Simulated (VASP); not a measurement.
The system is Al3BN2.

```
Al B N
1.0
     3.25985   -2.40283    0.00000
     3.25985    2.40283    0.00000
    -2.86164    0.00000    4.56860
Al B N
3 1 2
Cartesian
  5.5903 0.0000 0.6563
  -1.9322 0.0000 3.9123
  1.8290 0.0000 2.2843
  3.2599 0.0000 0.0000
  -0.1679 0.0000 3.0994
  3.8260 0.0000 1.4692
```

The cell was built from a structure type or drawn by symmetry, and may not be a known phase.

- Program: VASP 6.6.1
- Task: relaxation of cell and atoms
- Functional: PBE
- Potentials or basis: VASP PAW PBE potentials, release 64 (Al, B, N)
- Cutoff: 600 eV
- k mesh: 3 × 3 × 3
- Occupations: gaussian, width 0.15 eV
- Spin: no spin polarisation

At the start: pressure -5.0 GPa; volume 11.93 Å³/atom.

Task: Where does the relaxation end?

Result: Over 20 steps the energy falls by 440.4 meV/atom and the volume is 13.70 Å³/atom (+14.8 %); space group C2/m (No. 12, to 0.1 Å) before and after.

The path:
```
step  energy change (eV)  largest force (eV/Å)  pressure (GPa)  volume (Å³)
   1              0.0000                3.0674           -5.04        71.57
   2             -0.9071                2.5080           12.24        67.54
   3             -0.9319                1.8628            8.79        68.09
   4             -1.6959                2.8356            7.04        71.05
   5             -1.7539                3.6708            8.07        72.02
   6             -2.0669                1.5185           -6.27        78.08
   7             -2.1286                0.7572           -3.04        76.20
   8             -2.2803                0.8022           -0.91        75.81
   9             -2.3402                0.9991            2.36        75.36
  10             -2.4538                0.6548            3.68        76.52
  11             -2.4771                0.5274            4.88        77.28
  12             -2.5517                0.6401           -1.21        80.69
  13             -2.5526                0.6068           -0.64        80.34
  14             -2.5793                0.4586           -0.48        80.76
  15             -2.6029                0.8426           -0.12        81.64
  16             -2.6205                0.5373           -0.30        81.88
  17             -2.6334                0.2004           -0.57        82.29
  18             -2.6375                0.1630           -0.03        82.15
  19             -2.6398                0.1412            0.74        81.97
  20             -2.6424                0.0755            0.47        82.19
```

Final structure:
```yaml
crystal:
  lattice:
    - [3.67919, -2.97130, -0.26882]
    - [3.67919, 2.97130, -0.26882]
    - [-3.58199, 0.00000, 4.02087]
  atoms:
    - { symbol: Al, position: [0.93535, 0.93535, 0.18866] }
    - { symbol: Al, position: [0.06465, 0.06465, 0.81134] }
    - { symbol: Al, position: [0.50000, 0.50000, 0.50000] }
    - { symbol: B, position: [0.50000, 0.50000, 0.00000] }
    - { symbol: N, position: [0.25164, 0.25164, 0.67131] }
    - { symbol: N, position: [0.74836, 0.74836, 0.32869] }
```

Caveat: the k points lie up to 0.54 Å⁻¹ apart in the final cell, too coarse for converged energies and pressures of a metal; a cell axis changed by over 15 % at a fixed basis, so the end point is rough; the relaxation stopped at a loose force limit of 0.08 eV/Å, so its end isn't a converged minimum.
